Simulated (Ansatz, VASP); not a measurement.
## Two plane-wave programs on Al5GaAs6

```
CELL_PARAMETERS angstrom
4.05417 0.00000 0.00000
0.00000 12.15807 0.00000
0.00000 0.00000 5.72935
ATOMIC_POSITIONS crystal
Al 0.00000 0.83308 0.00001
Al 0.00000 0.16692 0.00001
Al 0.50000 0.33346 0.49986
Al 0.00000 0.50000 0.00000
Al 0.50000 0.66655 0.49986
Ga 0.50000 0.00000 0.50009
As 0.50000 0.83278 0.75076
As 0.00000 0.00000 0.24820
As 0.50000 0.16722 0.75076
As 0.00000 0.33348 0.25011
As 0.50000 0.50000 0.75024
As 0.00000 0.66652 0.25011
```

Alike in both runs: functional PBE; k mesh 8 × 4 × 6; occupations gaussian, width 0.02 eV; no spin polarisation.

Ansatz relaxed the structure, and its values are those at the end. VASP's run is a single point on that final structure, the one shown.

|  | VASP | Ansatz |
| --- | --- | --- |
| version | VASP 6.6.1 | Ansatz 0.2.0 |
| potentials or method | VASP PAW PBE potentials, release 64 (Al, Ga_d, As), cutoff 520 eV | scalar-relativistic, plane waves, PAW |
| valence electrons in the cell | 58 | 118 |

```tsv
	VASP	Ansatz	Ansatz less VASP
gap on the k mesh at the Fermi level (eV)	1.43	1.43	-0.002
least direct gap on the mesh (eV)	1.43	1.43	-0.002
pressure (GPa)	0.2	0.0	-0.16
```

VASP's potentials hold 58 valence electrons a cell and Ansatz's 118, so a difference there can come from the potentials and not from the codes.
